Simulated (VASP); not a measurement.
# Pb2O (Pn-3m) in VASP: notebook

Runs on Pb2O. Level: PBEsol. Tasks: single point.

Program: VASP 6.6.1. These are calculated values, not measurements. Logs are shortened: lines on timing, memory, paths and dates and some standing lists are left out, and cuts for length are marked.

## Step 1: The cell of the first run

It takes space group Pn-3m (No. 224, cubic). The conventional cell has a = 5.433 Å, b = 5.433 Å, c = 5.433 Å, α = 90.00°, β = 90.00°, γ = 90.00°. Pb (site symmetry -3m) has 2 O at 2.35 Å within 3.1 Å. Within 3.1 Å of O (site symmetry -43m) lie 4 Pb at 2.35 Å.

## Step 2: Single point, PBEsol (26.73 Å³/atom)

File INCAR:

```
PREC = Accurate ; ENCUT = 520
EDIFF = 1E-6 ; ISMEAR = 0
SIGMA = 0.1 ; LREAL = F
LASPH = T ; NELM = 60
ALGO = Normal ; ISIF = 2
LWAVE = F ; LCHARG = F
GGA = PS ; NBANDS = 43
```

File KPOINTS:

```
Automatic mesh
0
Gamma
  8 8 8
```

File POSCAR:

```
Pb2O
1.0
    5.4332707912      0.0000000000      0.0000000000
    0.0000000000      5.4332707912      0.0000000000
    0.0000000000      0.0000000000      5.4332707912
Pb O
4 2
Direct
    0.2500000000      0.2500000000      0.2500000000
    0.7500000000      0.7500000000      0.2500000000
    0.2500000000      0.7500000000      0.7500000000
    0.7500000000      0.2500000000      0.7500000000
    0.0000000000      0.0000000000      0.0000000000
    0.5000000000      0.5000000000      0.5000000000
```

Potentials or basis: VASP PAW PBE potentials, release 64 (Pb_d, O).

Command:

```
$ cat potpaw_PBE.64/Pb_d/POTCAR potpaw_PBE.64/O/POTCAR > POTCAR
$ mpirun -np 1 vasp_std > vasp.out
```

OUTCAR:

```text
PREC = Accurate
   ENCUT = 520
   EDIFF = 1E-6
   ISMEAR = 0
   LREAL = F
   LASPH = T
   NELM = 60
   ISIF = 2
   GGA = PS

 ion  position               nearest neighbor table
   1  0.250  0.250  0.250-   5 2.35   6 2.35   4 3.84   2 3.84   3 3.84   3 3.84   4 3.84   2 3.84
                             3 3.84   3 3.84   2 3.84   4 3.84   4 3.84   2 3.84
   2  0.750  0.750  0.250-   5 2.35   6 2.35   4 3.84   1 3.84   3 3.84   3 3.84   4 3.84   1 3.84
                             4 3.84   4 3.84   1 3.84   3 3.84   3 3.84   1 3.84
   3  0.250  0.750  0.750-   5 2.35   6 2.35   4 3.84   1 3.84   2 3.84   1 3.84   2 3.84   1 3.84
                             4 3.84   1 3.84   2 3.84   4 3.84   2 3.84   4 3.84
   4  0.750  0.250  0.750-   5 2.35   6 2.35   3 3.84   1 3.84   2 3.84   1 3.84   2 3.84   2 3.84
                             3 3.84   2 3.84   1 3.84   3 3.84   1 3.84   3 3.84
   5  0.000  0.000  0.000-   1 2.35   2 2.35   3 2.35   4 2.35
   6  0.500  0.500  0.500-   1 2.35   2 2.35   3 2.35   4 2.35

  LATTYP: Found a simple cubic cell.
 ALAT       =     5.4332707912

  Lattice vectors:

 A1 = (   5.4332707912,   0.0000000000,   0.0000000000)
 A2 = (   0.0000000000,   5.4332707912,   0.0000000000)
 A3 = (   0.0000000000,   0.0000000000,   5.4332707912)

Analysis of symmetry for initial positions (statically):
=====================================================================
 Subroutine PRICEL returns:
 Original cell was already a primitive cell.

 Routine SETGRP: Setting up the symmetry group for a
 simple cubic supercell.

 Subroutine GETGRP returns: Found 48 space group operations
 (whereof 24 operations were pure point group operations)
 out of a pool of 48 trial point group operations.

The static configuration has the point symmetry T_d .
 The point group associated with its full space group is O_h .

Analysis of symmetry for dynamics (positions and initial velocities):
=====================================================================
 Subroutine PRICEL returns:
 Original cell was already a primitive cell.

 Routine SETGRP: Setting up the symmetry group for a
 simple cubic supercell.

 Subroutine GETGRP returns: Found 48 space group operations
 (whereof 24 operations were pure point group operations)
 out of a pool of 48 trial point group operations.

The dynamic configuration has the point symmetry T_d .
 The point group associated with its full space group is O_h .

 Subroutine INISYM returns: Found 48 space group operations
 (whereof 24 operations are pure point group operations),
 and found     1 'primitive' translations

----------------------------------------------------------------------------------------

                                     Primitive cell

  volume of cell :     160.3925

  direct lattice vectors                    reciprocal lattice vectors
     5.433270791  0.000000000  0.000000000     0.184051198  0.000000000  0.000000000
     0.000000000  5.433270791  0.000000000     0.000000000  0.184051198  0.000000000
     0.000000000  0.000000000  5.433270791     0.000000000  0.000000000  0.184051198

  length of vectors
     5.433270791  5.433270791  5.433270791     0.184051198  0.184051198  0.184051198

  position of ions in fractional coordinates (direct lattice)
     0.250000000  0.250000000  0.250000000
     0.750000000  0.750000000  0.250000000
     0.250000000  0.750000000  0.750000000
     0.750000000  0.250000000  0.750000000
     0.000000000  0.000000000  0.000000000
     0.500000000  0.500000000  0.500000000

  ion indices of the primitive-cell ions
   primitive index   ion index
                 1           1
                 2           2
                 3           3
                 4           4
                 5           5
                 6           6

----------------------------------------------------------------------------------------

 KPOINTS: Automatic mesh

Automatic generation of k-mesh.
 Grid dimensions read from file:
 generate k-points for:    8    8    8

 Generating k-lattice:

  Cartesian coordinates                     Fractional coordinates (reciprocal lattice)
     0.023006400  0.000000000  0.000000000     0.125000000  0.000000000  0.000000000
     0.000000000  0.023006400  0.000000000     0.000000000  0.125000000  0.000000000
     0.000000000  0.000000000  0.023006400     0.000000000  0.000000000  0.125000000

  Length of vectors
     0.023006400  0.023006400  0.023006400

  Shift w.r.t. Gamma in fractional coordinates (k-lattice)
     0.000000000  0.000000000  0.000000000

 Subroutine IBZKPT returns following result:
 ===========================================

 Found     35 irreducible k-points:

 Following reciprocal coordinates:
            Coordinates               Weight
  0.000000  0.000000  0.000000      1.000000
  0.125000  0.000000  0.000000      6.000000
  0.250000  0.000000  0.000000      6.000000
  0.375000  0.000000  0.000000      6.000000
  0.500000  0.000000  0.000000      3.000000
  0.125000  0.125000  0.000000     12.000000
[... 16 lines left out ...]
  0.375000  0.375000  0.125000     24.000000
  0.500000  0.375000  0.125000     24.000000
 [... further k-points ...]
   k-points           NKPTS =     35   k-points in BZ     NKDIM =     35   number of bands    NBANDS=     43
   number of dos      NEDOS =    301   number of ions     NIONS =      6
   total plane-waves  NPLWV =  64000
   dimension x,y,z NGX =    40 NGY =   40 NGZ =   40
   dimension x,y,z NGXF=    80 NGYF=   80 NGZF=   80
   ions per type =               4   2
   NGX,Y,Z   is equivalent  to a cutoff of  12.24, 12.24, 12.24 a.u.
   NGXF,Y,Z  is equivalent  to a cutoff of  24.48, 24.48, 24.48 a.u.
 SYSTEM =  unknown system
   PREC   = accura    normal or accurate (medium, high low for compatibility)
   ISTART =      0    job   : 0-new  1-cont  2-samecut
   ICHARG =      2    charge: 1-file 2-atom 10-const
   ISPIN  =      1    spin polarized calculation?
   LNONCOLLINEAR =      F non collinear calculations
   LSORBIT =      F    spin-orbit coupling
   LASPH  =      T    aspherical Exc in radial PAW
   ENCUT  =  520.0 eV  38.22 Ry    6.18 a.u.  10.10 10.10 10.10*2*pi/ulx,y,z
   NELM   =     60;   NELMIN=  2; NELMDL= -5     # of ELM steps
   EDIFF  = 0.1E-05   stopping-criterion for ELM
   LREAL  =      F    real-space projection
   EDIFFG = 0.1E-04   stopping-criterion for IOM
   NSW    =      0    number of steps for IOM
   IBRION =     -1    ionic relax: 0-MD 1-quasi-New 2-CG
   NFREE  =      0    steps in history (QN), initial steepest desc. (CG)
   ISIF   =      2    stress and relaxation
   ISYM   =      2    0-nonsym 1-usesym 2-fastsym
   POTIM  = 0.5000    time-step for ionic-motion
   TEBEG  =    0.0;   TEEND  =   0.0 temperature during run
   PSTRESS=    0.0 pullay stress
   NELECT =      68.0000    total number of electrons
   NUPDOWN=      -1.0000    fix difference up-down
   EMIN   =  10.00;   EMAX   =-10.00  energy-range for DOS
   EFERMI =   0.00;   METHOD = LEGACY
   ISMEAR =     0;   SIGMA  =   0.10  broadening in eV -4-tet -1-fermi 0-gaus
   EFERMI_NEDOS =   21; number of points for ismear=-14 and -15
   IALGO  =     38    algorithm
   IMIX   =      4    mixing-type and parameters
     AMIX     =   0.40;   BMIX     =  1.00
     AMIX_MAG =   1.60;   BMIX_MAG =  1.00
  volume/ion in A,a.u.               =      26.73       180.40
  Fermi-wavevector in a.u.,A,eV,Ry     =   1.229843  2.324067 20.579010  1.512515
  Thomas-Fermi vector in A             =   2.364715
   LORBIT       =      0    0 simple, 1 ext, 2 COOP (PROOUT), +10 PAW based schemes
   GGA     = PS    functional components
   LHFCALC =     F    Hartree Fock is set to
   AEXX    =    0.0000 exact exchange contribution
   IVDW    =     0    specifies the selected vdW correction
   LEPSILON=     F    determine dielectric tensor
   LRPA    =     F    only Hartree local field effects (RPA)
 non-spin polarized calculation
 Gauss-broadening in eV      SIGMA  =   0.10
  energy-cutoff  :      520.00
  volume of cell :      160.39
 maximum number of plane-waves:      4385
   NGX = 21   NGY = 21   NGZ = 21

 number of electron      67.9999988 magnetization

 Free energy of the ion-electron system (eV)
  ---------------------------------------------------
  ext. energy  EPLUGINS =         0.00000000
  ---------------------------------------------------
  free energy    TOTEN  =       -28.62114153 eV

  energy without entropy =      -28.61292718  energy(sigma->0) =      -28.61703435

 E-fermi :   4.5368     XC(G=0):  -9.5842

 val. band max:        4.4898672472   @ k =   0.5000   0.2500   0.1250
 cond. band min:       4.5557150563   @ k =   0.3750   0.3750   0.0000
 fundamental gap:      0.0658478091
 Fermi energy:         4.5368086556

 k-point     1 :       0.0000    0.0000    0.0000
  band No.  band energies     occupation
      1     -13.7494      2.00000
      2     -12.5980      2.00000
      3     -11.8639      2.00000
      4     -11.8639      2.00000
      5     -11.8146      2.00000
      6     -11.8146      2.00000
[... 35 lines left out ...]
     42      10.1318      0.00000
     43      10.1318      0.00000

 k-point     2 :       0.1250    0.0000    0.0000
  band No.  band energies     occupation
      1     -13.7217      2.00000
      2     -12.6902      2.00000
      3     -11.8605      2.00000
      4     -11.8571      2.00000
      5     -11.8126      2.00000
      6     -11.8106      2.00000
[... 35 lines left out ...]
     42      10.3425      0.00000
     43      10.5881      0.00000

 k-point     3 :       0.2500    0.0000    0.0000
  band No.  band energies     occupation
      1     -13.6399      2.00000
      2     -12.8932      2.00000
      3     -11.8512      2.00000
      4     -11.8380      2.00000
      5     -11.8118      2.00000
      6     -11.7998      2.00000
[... 919 lines left out ...]
      6     -11.7910      2.00000
[... 35 lines left out ...]
     42       9.9771      0.00000
     43      11.3353      0.00000

 k-point    24 :       0.5000    0.3750    0.1250
  band No.  band energies     occupation
      1     -13.4922      2.00000
      2     -13.1403      2.00000
      3     -11.8101      2.00000
      4     -11.8072      2.00000
      5     -11.7942      2.00000
      6     -11.7924      2.00000
[... 35 lines left out ...]
     42       9.9668      0.00000
     43      11.5185      0.00000

 [... further k-points ...]

------------------------ aborting loop because EDIFF is reached ----------------------------------------

  FORCE on cell =-STRESS in cart. coord.  units (eV):
  Direction    XX          YY          ZZ          XY          YZ          ZX
  --------------------------------------------------------------------------------------
  -------------------------------------------------------------------------------------
  Total       -1.5614081     -1.5614081     -1.5614081      0.0000000     -0.0000000      0.0000000
  in kB      -15.5970678    -15.5970678    -15.5970678      0.0000000     -0.0000000      0.0000000
  external PRESSURE =     -15.5970678 kB  Pullay stress =       0.0000000 kB

 VOLUME and BASIS-vectors are now :
 -----------------------------------------------------------------------------
  energy-cutoff  :      520.00
  volume of cell :      160.39
      direct lattice vectors                 reciprocal lattice vectors
     5.433270791  0.000000000  0.000000000     0.184051198  0.000000000  0.000000000
     0.000000000  5.433270791  0.000000000     0.000000000  0.184051198  0.000000000
     0.000000000  0.000000000  5.433270791     0.000000000  0.000000000  0.184051198

 POSITION                                       TOTAL-FORCE (eV/Angst)
 -----------------------------------------------------------------------------------
      1.35832      1.35832      1.35832         0.000000     -0.000000     -0.000000
      4.07495      4.07495      1.35832        -0.000000      0.000000      0.000000
      1.35832      4.07495      4.07495         0.000000     -0.000000      0.000000
      4.07495      1.35832      4.07495         0.000000      0.000000     -0.000000
      0.00000      0.00000      0.00000        -0.000000     -0.000000      0.000000
      2.71664      2.71664      2.71664        -0.000000     -0.000000      0.000000
 -----------------------------------------------------------------------------------
    total drift:                                0.000000      0.000000     -0.000000

  FREE ENERGIE OF THE ION-ELECTRON SYSTEM (eV)
  ---------------------------------------------------
  free  energy   TOTEN  =       -28.6211415251 eV

  energy  without entropy=      -28.6129271778  energy(sigma->0) =      -28.61703435
```

It took 3.9 min on 1 thread of Intel Xeon Platinum 8259CL at 2.50GHz (Skylake/Cascade Lake), shared host; peak memory 0.35 GiB.

Results:

| Property | Result |
| --- | --- |
| Free energy | -28.6211 eV |
| Pressure | -1.6 GPa |
| Band gap on the k mesh | zero (bands 34 and 35 overlap by 0.87 eV) |

Caveat: the PAW data sets were made with another functional, which shifts forces and pressure a little; spin-orbit coupling is left out, which moves the levels of the heavy elements.

## Step 3: Single point, PBEsol (27.51 Å³/atom)

This run uses another cell than the first one, of 27.51 Å³/atom.

File INCAR:

```
SYSTEM = Pb2O
PREC     = Accurate       ! precision mode
ENCUT    = 520            ! plane-wave cutoff, eV
EDIFF    = 1E-6           ! SCF threshold, eV
ISMEAR   = 0              ! smearing method
SIGMA    = 0.1            ! smearing width, eV
LREAL    = .False.        ! projectors in reciprocal space
LASPH    = .True.         ! aspherical terms in the spheres
NELM     = 80             ! most SCF steps
ALGO     = Normal         ! electronic algorithm
ISIF     = 2              ! what is computed and relaxed
LWAVE    = .False.        ! write WAVECAR
LCHARG   = .False.        ! write CHGCAR
GGA      = PS             ! functional
NBANDS   = 43             ! bands
```

File KPOINTS:

```
regular mesh
0
Gamma
  8 8 8
  0 0 0
```

POSCAR: that of step 2 with these lines changed.

```diff
@@ -2,5 +2,5 @@
 1.0
-    5.4332707912      0.0000000000      0.0000000000
-    0.0000000000      5.4332707912      0.0000000000
-    0.0000000000      0.0000000000      5.4332707912
+    5.4855169846      0.0000000000      0.0000000000
+    0.0000000000      5.4855169846      0.0000000000
+    0.0000000000      0.0000000000      5.4855169846
 Pb O
```

Potentials or basis: VASP PAW PBE potentials, release 64 (Pb_d, O).

Command:

```
$ cat potpaw_PBE.64/Pb_d/POTCAR potpaw_PBE.64/O/POTCAR > POTCAR
$ mpirun -np 1 vasp_std > vasp.out
```

It took 4.6 min on 1 thread of Intel Xeon Platinum 8259CL at 2.50GHz (Skylake/Cascade Lake), shared host; peak memory 0.36 GiB.

It converged, with:

| Property | Result |
| --- | --- |
| Free energy | -28.5596 eV |
| Pressure | -2.8 GPa |
| Band gap on the k mesh | zero (bands 34 and 35 overlap by 0.83 eV) |

Levels at points of the mesh, in eV from the Fermi level:
```csv
k point,band 30,band 31,band 32,band 33,band 34,band 35,band 36,band 37,band 38,band 39
"(0.00, 0.00, 0.00)",-1.87,-1.87,-0.59,-0.59,-0.59,2.05,2.05,2.05,2.54,5.16
"(0.50, 0.00, 0.00)",-2.27,-0.95,-0.95,-0.49,-0.49,0.96,0.96,1.91,1.91,4.02
"(0.50, 0.50, 0.00)",-2.93,-1.22,-1.22,-0.06,-0.06,1.34,1.34,1.91,1.91,4.17
"(0.50, 0.50, 0.50)",-0.82,-0.82,-0.82,-0.74,-0.74,-0.74,1.29,4.39,4.39,4.41
```

Caveat: the PAW data sets were made with another functional, which shifts forces and pressure a little; spin-orbit coupling is left out, which moves the levels of the heavy elements.

The gap in the log of VASP goes by the Fermi energy; the results here count the filled bands.